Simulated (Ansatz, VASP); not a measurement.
**Two plane-wave programs on SnO2**

```
Sn O
1.0
     1.61709    0.93363    4.80059
    -1.61709    0.93363    4.80059
     0.00000   -1.86726    4.80059
Sn O
1 2
Direct
  0.50000 0.50000 0.50000
  0.23408 0.24026 0.23717
  0.76283 0.76283 0.76283
```

Alike in both runs: task single point; functional PBEsol; k mesh 6 × 6 × 6; no spin polarisation.

|  | VASP | Ansatz |
| --- | --- | --- |
| version | VASP 6.6.1 | Ansatz 0.2.0 |
| potentials or method | VASP PAW PBE potentials, release 64 (Sn_d, O), cutoff 520 eV | plane waves, PAW |
| occupations | gaussian, width 0.01 eV | fixed |
| valence electrons in the cell | 26 | 26 |

|  | VASP | Ansatz | Ansatz less VASP |
| --- | --- | --- | --- |
| rms of the force components (eV/Å) | 0.167 | 0.191 | +0.0234 |

VASP's potentials were made for PBE, not for PBEsol. Atom by atom the forces differ by 0.024 eV/Å (rms over components).
